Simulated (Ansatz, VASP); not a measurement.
WS2 in VASP and in Ansatz

```
W S
1.0
    -3.15421    0.00000    0.00000
    -1.57710   -2.73162    0.00000
     0.00000    0.00000   12.88991
W S
2 4
Direct
  0.33333 0.33333 0.23545
  0.66667 0.66667 0.70636
  0.33333 0.33333 0.58420
  0.66667 0.66667 0.11329
  0.33333 0.33333 0.82853
  0.66667 0.66667 0.35762
```

Alike in both runs: task single point; functional PBE; dispersion D3(BJ); k mesh 10 × 10 × 3; occupations gaussian, width 0.05 eV; no spin polarisation.

```csv
,VASP,Ansatz
version,VASP 6.6.1,Ansatz 0.2.0
potentials or method,"VASP PAW PBE potentials, release 64 (W_sv, S), cutoff 520 eV","scalar-relativistic, plane waves, PAW"
valence electrons in the cell,52,52
```

```csv
,VASP,Ansatz,Ansatz less VASP
gap on the k mesh at the Fermi level (eV),1.22,1.21,-0.015
least direct gap on the mesh (eV),2.19,2.19,-0.003
pressure (GPa),-0.2,-0.2,+0.03
"traceless stress, the component that is largest in VASP (GPa)",-0.53,-0.53,-0.003
rms of the force components (eV/Å),0.044,0.043,-0.0010
```

Atom by atom the forces differ by 0.001 eV/Å (rms over components).

Neither program's run includes spin-orbit coupling.
